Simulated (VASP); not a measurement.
# ScAs2 (I-4m2) in VASP: further runs

The runs below take ScAs2 through single point, with PBE.

All numbers are computed with VASP 6.6.1; they aren't measurements. Logs are shortened: lines on timing, memory, paths and dates and some standing lists are left out, and cuts for length are marked.

**1. The cell of the first run**

Symmetry: I-4m2, No. 119, tetragonal system. Conventional cell: a = 5.183 Å, b = 5.183 Å, c = 5.547 Å, α = 90.00°, β = 90.00°, γ = 90.00°. Sc (site symmetry -4m2) has 4 As at 2.59 Å within 3.4 Å. As (site symmetry 2mm) has 2 Sc at 2.59 Å and 2 As at 2.61 to 2.94 Å within 3.4 Å.

**2. Single point, PBE**

File INCAR:

```
SYSTEM = ScAs2
PREC = Accurate
ENCUT = 520
EDIFF = 1E-7
ISMEAR = 0
SIGMA = 0.1
LREAL = .False.
LASPH = .True.
NELM = 100
ALGO = Normal
ISIF = 2
LWAVE = .False.
LCHARG = .False.
GGA = PE
NBANDS = 18
```

File KPOINTS:

```
Automatic mesh
0
Gamma
  6 6 6
  0 0 0
```

File POSCAR:

```
ScAs2
1.0
   -2.5915582800      2.5915582800      2.7734987400
    2.5915582800     -2.5915582800      2.7734987400
    2.5915582800      2.5915582800     -2.7734987400
Sc As
1 2
Direct
    0.0000000000      0.0000000000      0.0000000000
    0.0150622500      0.5150622500      0.5000000000
    0.4849377500      0.9849377500      0.5000000000
```

Potentials or basis: VASP PAW PBE potentials, release 64 (Sc_sv, As).

On the command line:

```console
> cat potpaw_PBE.64/Sc_sv/POTCAR potpaw_PBE.64/As/POTCAR > POTCAR
> mpirun -np 1 vasp_std > vasp.out
```

OUTCAR:

```text
SYSTEM = ScAs2
   PREC = Accurate
   ENCUT = 520
   EDIFF = 1E-7
   ISMEAR = 0
   LREAL = .False.
   LASPH = .True.
   NELM = 100
   ISIF = 2
   GGA = PE

 ion  position               nearest neighbor table
   1  0.000  0.000  0.000-   2 2.59   3 2.59   2 2.59   3 2.59
   2  0.015  0.515  0.500-   1 2.59   1 2.59   3 2.61
   3  0.485  0.985  0.500-   1 2.59   1 2.59   2 2.61

  LATTYP: Found a body centered tetragonal cell.
 ALAT       =     5.1831165600
 C/A-ratio  =     1.0702050428

  Lattice vectors:

 A1 = (  -2.5915582800,   2.5915582800,   2.7734987400)
 A2 = (   2.5915582800,  -2.5915582800,   2.7734987400)
 A3 = (   2.5915582800,   2.5915582800,  -2.7734987400)

Analysis of symmetry for initial positions (statically):
=====================================================================
 Subroutine PRICEL returns:
 Original cell was already a primitive cell.

 Routine SETGRP: Setting up the symmetry group for a
 body centered tetragonal supercell.

 Subroutine GETGRP returns: Found  8 space group operations
 (whereof  8 operations were pure point group operations)
 out of a pool of 16 trial point group operations.

The static configuration has the point symmetry D_2d.

Analysis of symmetry for dynamics (positions and initial velocities):
=====================================================================
 Subroutine PRICEL returns:
 Original cell was already a primitive cell.

 Routine SETGRP: Setting up the symmetry group for a
 body centered tetragonal supercell.

 Subroutine GETGRP returns: Found  8 space group operations
 (whereof  8 operations were pure point group operations)
 out of a pool of 16 trial point group operations.

The dynamic configuration has the point symmetry D_2d.

 Subroutine INISYM returns: Found  8 space group operations
 (whereof  8 operations are pure point group operations),
 and found     1 'primitive' translations

----------------------------------------------------------------------------------------

                                     Primitive cell

  volume of cell :      74.5092

  direct lattice vectors                    reciprocal lattice vectors
    -2.591558280  2.591558280  2.773498740     0.000000000  0.192934114  0.180277709
     2.591558280 -2.591558280  2.773498740     0.192934114  0.000000000  0.180277709
     2.591558280  2.591558280 -2.773498740     0.192934114  0.192934114  0.000000000

  length of vectors
     4.596155339  4.596155339  4.596155339     0.264052314  0.264052314  0.272850040

  position of ions in fractional coordinates (direct lattice)
     0.000000000  0.000000000  0.000000000
     0.015062250  0.515062250  0.500000000
     0.484937750  0.984937750  0.500000000

  ion indices of the primitive-cell ions
   primitive index   ion index
                 1           1
                 2           2
                 3           3

----------------------------------------------------------------------------------------

 KPOINTS: Automatic mesh

Automatic generation of k-mesh.
 Grid dimensions read from file:
 generate k-points for:    6    6    6

 Generating k-lattice:

  Cartesian coordinates                     Fractional coordinates (reciprocal lattice)
     0.000000000  0.032155686  0.030046285     0.166666667  0.000000000  0.000000000
     0.032155686  0.000000000  0.030046285     0.000000000  0.166666667  0.000000000
     0.032155686  0.032155686  0.000000000     0.000000000  0.000000000  0.166666667

  Length of vectors
     0.044008719  0.044008719  0.045475007

  Shift w.r.t. Gamma in fractional coordinates (k-lattice)
     0.000000000  0.000000000  0.000000000

 Subroutine IBZKPT returns following result:
 ===========================================

 Found     30 irreducible k-points:

 Following reciprocal coordinates:
            Coordinates               Weight
  0.000000  0.000000  0.000000      1.000000
  0.166667  0.000000  0.000000      8.000000
  0.333333 -0.000000  0.000000      8.000000
  0.500000  0.000000 -0.000000      4.000000
  0.166667  0.166667 -0.000000      8.000000
  0.333333  0.166667 -0.000000     16.000000
[... 16 lines left out ...]
 -0.333333 -0.333333  0.166667      8.000000
 -0.166667 -0.333333  0.166667      8.000000
 [... further k-points ...]
   k-points           NKPTS =     30   k-points in BZ     NKDIM =     30   number of bands    NBANDS=     18
   number of dos      NEDOS =    301   number of ions     NIONS =      3
   total plane-waves  NPLWV =  46656
   dimension x,y,z NGX =    36 NGY =   36 NGZ =   36
   dimension x,y,z NGXF=    72 NGYF=   72 NGZF=   72
   ions per type =               1   2
   NGX,Y,Z   is equivalent  to a cutoff of  13.02, 13.02, 13.02 a.u.
   NGXF,Y,Z  is equivalent  to a cutoff of  26.04, 26.04, 26.04 a.u.
 SYSTEM =  ScAs2
   PREC   = accura    normal or accurate (medium, high low for compatibility)
   ISTART =      0    job   : 0-new  1-cont  2-samecut
   ICHARG =      2    charge: 1-file 2-atom 10-const
   ISPIN  =      1    spin polarized calculation?
   LNONCOLLINEAR =      F non collinear calculations
   LSORBIT =      F    spin-orbit coupling
   LASPH  =      T    aspherical Exc in radial PAW
   ENCUT  =  520.0 eV  38.22 Ry    6.18 a.u.   8.55  8.55  8.55*2*pi/ulx,y,z
   NELM   =    100;   NELMIN=  2; NELMDL= -5     # of ELM steps
   EDIFF  = 0.1E-06   stopping-criterion for ELM
   LREAL  =      F    real-space projection
   EDIFFG = 0.1E-05   stopping-criterion for IOM
   NSW    =      0    number of steps for IOM
   IBRION =     -1    ionic relax: 0-MD 1-quasi-New 2-CG
   NFREE  =      0    steps in history (QN), initial steepest desc. (CG)
   ISIF   =      2    stress and relaxation
   ISYM   =      2    0-nonsym 1-usesym 2-fastsym
   POTIM  = 0.5000    time-step for ionic-motion
   TEBEG  =    0.0;   TEEND  =   0.0 temperature during run
   PSTRESS=    0.0 pullay stress
   NELECT =      21.0000    total number of electrons
   NUPDOWN=      -1.0000    fix difference up-down
   EMIN   =  10.00;   EMAX   =-10.00  energy-range for DOS
   EFERMI =   0.00;   METHOD = LEGACY
   ISMEAR =     0;   SIGMA  =   0.10  broadening in eV -4-tet -1-fermi 0-gaus
   EFERMI_NEDOS =   21; number of points for ismear=-14 and -15
   IALGO  =     38    algorithm
   IMIX   =      4    mixing-type and parameters
     AMIX     =   0.40;   BMIX     =  1.00
     AMIX_MAG =   1.60;   BMIX_MAG =  1.00
  volume/ion in A,a.u.               =      24.84       167.60
  Fermi-wavevector in a.u.,A,eV,Ry     =   1.073358  2.028353 15.675238  1.152098
  Thomas-Fermi vector in A             =   2.209155
   LORBIT       =      0    0 simple, 1 ext, 2 COOP (PROOUT), +10 PAW based schemes
   GGA     = PE    functional components
   LHFCALC =     F    Hartree Fock is set to
   AEXX    =    0.0000 exact exchange contribution
   IVDW    =     0    specifies the selected vdW correction
   LEPSILON=     F    determine dielectric tensor
   LRPA    =     F    only Hartree local field effects (RPA)
 non-spin polarized calculation
 Gauss-broadening in eV      SIGMA  =   0.10
  energy-cutoff  :      520.00
  volume of cell :       74.51
 maximum number of plane-waves:      2030
 NGX is ok and might be reduce to    36
   NGX = 17   NGY = 17   NGZ = 17

 number of electron      20.9999999 magnetization

 Free energy of the ion-electron system (eV)
  ---------------------------------------------------
  ext. energy  EPLUGINS =         0.00000000
  ---------------------------------------------------
  free energy    TOTEN  =       -16.41746512 eV

  energy without entropy =      -16.41374892  energy(sigma->0) =      -16.41560702

 E-fermi :   3.7562     XC(G=0):  -9.3741

 val. band max:        3.7127456478   @ k =   0.5000   0.5000   0.3333
 cond. band min:       3.8608536671   @ k =  -0.3333   0.3333   0.1667
 fundamental gap:      0.1481080193
 Fermi energy:         3.7561918007

 k-point     1 :       0.0000    0.0000    0.0000
  band No.  band energies     occupation
      1     -46.3403      2.00000
      2     -25.1622      2.00000
      3     -24.8995      2.00000
      4     -24.8995      2.00000
      5      -8.6957      2.00000
      6      -4.5412      2.00000
[... 10 lines left out ...]
     17       7.5039      0.00000
     18       9.2306      0.00000

 k-point     2 :       0.1667    0.0000    0.0000
  band No.  band energies     occupation
      1     -46.3403      2.00000
      2     -25.1630      2.00000
      3     -24.9009      2.00000
      4     -24.9001      2.00000
      5      -8.4856      2.00000
      6      -4.9393      2.00000
[... 10 lines left out ...]
     17       8.0940      0.00000
     18       8.3589      0.00000

 k-point     3 :       0.3333   -0.0000    0.0000
  band No.  band energies     occupation
      1     -46.3402      2.00000
      2     -25.1645      2.00000
      3     -24.9035      2.00000
      4     -24.9014      2.00000
      5      -7.9133      2.00000
      6      -5.7995      2.00000
[... 10 lines left out ...]
     17       6.9828      0.00000
     18       8.9910      0.00000

 k-point     4 :       0.5000    0.0000   -0.0000
  band No.  band energies     occupation
      1     -46.3402      2.00000
      2     -25.1653      2.00000
      3     -24.9048      2.00000
      4     -24.9020      2.00000
      5      -7.3680      2.00000
      6      -6.4591      2.00000
[... 10 lines left out ...]
     17       6.8810      0.00000
     18       9.6799      0.00000

 k-point     5 :       0.1667    0.1667   -0.0000
  band No.  band energies     occupation
      1     -46.3402      2.00000
      2     -25.1642      2.00000
      3     -24.9025      2.00000
      4     -24.9012      2.00000
      5      -8.0608      2.00000
      6      -5.7000      2.00000
[... 10 lines left out ...]
     17       7.0977      0.00000
     18       8.4274      0.00000

 k-point     6 :       0.3333    0.1667   -0.0000
  band No.  band energies     occupation
      1     -46.3402      2.00000
      2     -25.1653      2.00000
      3     -24.9041      2.00000
      4     -24.9027      2.00000
      5      -7.4096      2.00000
      6      -6.3895      2.00000
[... 10 lines left out ...]
     17       7.4733      0.00000
     18       9.1720      0.00000

 k-point     7 :       0.5000    0.1667    0.0000
  band No.  band energies     occupation
      1     -46.3402      2.00000
      2     -25.1651      2.00000
      3     -24.9054      2.00000
      4     -24.9020      2.00000
      5      -7.5834      2.00000
      6      -5.9776      2.00000
[... 10 lines left out ...]
     17       7.5821      0.00000
     18       9.5118      0.00000

 k-point     8 :      -0.3333    0.1667    0.0000
  band No.  band energies     occupation
      1     -46.3403      2.00000
      2     -25.1639      2.00000
      3     -24.9045      2.00000
      4     -24.9003      2.00000
      5      -8.1650      2.00000
      6      -5.0424      2.00000
[... 10 lines left out ...]
     17       8.0001      0.00000
     18       8.8991      0.00000
[... 229 lines left out ...]
     17       8.4754      0.00000
     18       8.9726      0.00000

 k-point    20 :       0.5000    0.5000    0.1667
  band No.  band energies     occupation
      1     -46.3402      2.00000
      2     -25.1655      2.00000
      3     -24.9086      2.00000
      4     -24.9009      2.00000
      5      -7.7764      2.00000
      6      -4.9415      2.00000
[... 10 lines left out ...]
     17       8.9733      0.00000
     18       9.6375      0.00000

 k-point    21 :      -0.3333    0.5000    0.1667
  band No.  band energies     occupation
      1     -46.3401      2.00000
      2     -25.1662      2.00000
      3     -24.9066      2.00000
      4     -24.9024      2.00000
      5      -7.6571      2.00000
      6      -5.5275      2.00000
[... 10 lines left out ...]
     17       8.4492      0.00000
     18       8.9393      0.00000

 k-point    22 :      -0.1667    0.5000    0.1667
  band No.  band energies     occupation
      1     -46.3401      2.00000
      2     -25.1660      2.00000
      3     -24.9049      2.00000
      4     -24.9028      2.00000
      5      -7.4187      2.00000
      6      -6.2788      2.00000
[... 10 lines left out ...]
     17       7.2898      0.00000
     18       8.5130      0.00000

 k-point    23 :      -0.3333   -0.3333    0.1667
  band No.  band energies     occupation
      1     -46.3400      2.00000
      2     -25.1665      2.00000
      3     -24.9046      2.00000
      4     -24.9033      2.00000
      5      -7.3400      2.00000
      6      -6.3967      2.00000
[... 10 lines left out ...]
     17       7.5078      0.00000
     18       7.6272      0.00000

 k-point    24 :      -0.1667   -0.3333    0.1667
  band No.  band energies     occupation
      1     -46.3401      2.00000
      2     -25.1655      2.00000
      3     -24.9029      2.00000
      4     -24.9022      2.00000
      5      -7.6408      2.00000
      6      -6.3376      2.00000
[... 10 lines left out ...]
     17       6.6883      0.00000
     18       7.5424      0.00000

 [... further k-points ...]

------------------------ aborting loop because EDIFF is reached ----------------------------------------

  FORCE on cell =-STRESS in cart. coord.  units (eV):
  Direction    XX          YY          ZZ          XY          YZ          ZX
  --------------------------------------------------------------------------------------
  -------------------------------------------------------------------------------------
  Total        2.4173585      2.4173585     -2.5209775      0.0000000      0.0000000      0.0000000
  in kB       51.9806512     51.9806512    -54.2087802      0.0000000      0.0000000      0.0000000
  external PRESSURE =      16.5841740 kB  Pullay stress =       0.0000000 kB

 VOLUME and BASIS-vectors are now :
 -----------------------------------------------------------------------------
  energy-cutoff  :      520.00
  volume of cell :       74.51
      direct lattice vectors                 reciprocal lattice vectors
    -2.591558280  2.591558280  2.773498740     0.000000000  0.192934114  0.180277709
     2.591558280 -2.591558280  2.773498740     0.192934114  0.000000000  0.180277709
     2.591558280  2.591558280 -2.773498740     0.192934114  0.192934114  0.000000000

 POSITION                                       TOTAL-FORCE (eV/Angst)
 -----------------------------------------------------------------------------------
      0.00000      0.00000      0.00000         0.000000     -0.000000     -0.000000
      2.59156      0.00000      0.08355        -0.000000      0.000000      0.294658
      2.59156      0.00000      2.68995        -0.000000      0.000000     -0.294658
 -----------------------------------------------------------------------------------
    total drift:                               -0.000000      0.000000     -0.000000

  FREE ENERGIE OF THE ION-ELECTRON SYSTEM (eV)
  ---------------------------------------------------
  free  energy   TOTEN  =       -16.4174651218 eV

  energy  without entropy=      -16.4137489237  energy(sigma->0) =      -16.41560702
```

It took 27 s on 1 thread of Intel Xeon Platinum 8488C (Sapphire Rapids), shared host; peak memory 0.22 GiB.

Results:

| Quantity | Value |
| --- | --- |
| Free energy | -16.4175 eV |
| Pressure | 1.7 GPa |
| Largest force | 0.295 eV/Å |

Forces in eV/Å, atoms in the order of the input:
```
Sc   0.000  0.000  0.000
As   0.000  0.000  0.295
As   0.000  0.000 -0.295
```

Stress tensor (GPa, compression positive):
```
 5.20  0.00  0.00
 0.00  5.20  0.00
 0.00  0.00 -5.42
```

Levels at points of the mesh, in eV from the Fermi level:
```csv
k point,band 7,band 8,band 9,band 10,band 11,band 12,band 13,band 14
"(0.00, 0.00, 0.00)",-3.72,-0.98,-0.98,-0.47,-0.47,0.41,0.48,0.48
"(0.50, 0.00, 0.00)",-3.22,-2.20,-1.59,-1.53,-1.15,0.11,1.49,1.61
"(0.50, 0.50, 0.00)",-5.00,-4.61,-2.41,-2.41,1.49,1.50,1.66,2.29
"(0.50, 0.50, 0.50)",-4.98,-3.60,-3.60,1.10,1.33,1.44,1.44,1.89
```

(Part 1 of 2 ends here.)
